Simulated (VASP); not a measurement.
Crystal: O.

```
CELL_PARAMETERS angstrom
0.00000 2.10755 3.34485
1.47835 0.00000 3.34485
1.47835 2.10755 0.00000
ATOMIC_POSITIONS crystal
O 0.08710 0.08710 0.91290
O 0.91290 0.91290 0.08710
```

Base run:

- Program: VASP 6.6.1
- Functional: PBEsol
- Potentials or basis: VASP PAW PBE potentials, release 64 (O)
- Cutoff: 520 eV
- k mesh: 12 × 12 × 12
- Occupations: fermi-dirac, width 0.01 eV
- Spin: no spin polarisation

Its results: band gap on the k mesh zero (bands 6 and 7 overlap by 1.79 eV); pressure 13.5 GPa; largest force 5.416 eV/Å.

Task: The run is repeated on the same cell with these changes: functional from PBEsol to r2SCAN. What comes out?

Result: Band gap on the k mesh zero (bands 6 and 7 overlap by 1.82 eV); pressure 12.9 GPa; largest force 5.262 eV/Å.

Caveats: the standard files for N, O and F lose accuracy on very short bonds; spin is off for a triplet molecule; the PAW data sets were made with another functional, which shifts forces and pressure a little; the stress differs along the axes, from -10 to 56 GPa (at least some runs); this functional lacks dispersion, which holds the molecules together, so the pressure and a relaxed volume are unreliable (at least some runs); the stress differs along the axes, from -10 to 55 GPa (at least some runs).
